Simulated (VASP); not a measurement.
Write the native input for VASP 6.6.1 that does the following.

| Item | Value |
| --- | --- |
| Task | single point |
| Functional | PBE |
| Potentials or basis | VASP PAW PBE potentials, release 64 (Si, P) |
| Cutoff | 520 eV |
| k mesh | 4 × 4 × 4 |
| Occupations | gaussian, width 0.1 eV |
| Spin | no spin polarisation |
| Dipole correction | no |
| Further INCAR settings | ALGO = Normal; EDIFF = 1e-06; NBANDS = 18 |

The structure of Si4P lies in POSCAR:

```
Si4P
1.0
   -2.6860151500      2.6860151500      2.6860151500
    2.6860151500     -2.6860151500      2.6860151500
    2.6860151500      2.6860151500     -2.6860151500
Si P
4 1
Direct
    0.5000000000      0.5000000000      0.5000000000
    0.5000000000      0.0000000000      0.0000000000
    0.0000000000      0.0000000000      0.5000000000
    0.0000000000      0.5000000000      0.0000000000
    0.0000000000      0.0000000000      0.0000000000
```

The cell was built from a structure type or drawn by symmetry, and may not be a known phase.

These files were run (other wordings do the same):

INCAR

```
SYSTEM = Si4P
  ALGO = Normal
  EDIFF = 1E-6
  ENCUT = 520
  GGA = PE
  ISIF = 2
  ISMEAR = 0
  LASPH = .TRUE.
  LCHARG = .FALSE.
  LREAL = .FALSE.
  LWAVE = .FALSE.
  NBANDS = 18
  NELM = 100
  PREC = Accurate
  SIGMA = 0.1
```

KPOINTS

```
k-points
0
G
  4 4 4
  0 0 0
```

Potentials or basis: VASP PAW PBE potentials, release 64 (Si, P).

Command:

```bash
$ cat potpaw_PBE.64/Si/POTCAR potpaw_PBE.64/P/POTCAR > POTCAR
$ mpirun -np 1 vasp_std > vasp.out
```

Results of the run:

| Item | Value |
| --- | --- |
| Pressure | 5.3 GPa |
| Band gap on the k mesh | zero (an odd number of electrons rules out a gap without spin polarisation) |

Caveat: the k points lie up to 0.41 Å⁻¹ apart, too coarse for converged energies and pressures of a metal.

It took 11 s on 1 thread of Intel(R) Xeon(R) Platinum 8259CL CPU @ 2.50GHz (Skylake/Cascade Lake) (shared host), peak memory 0.19 GiB.
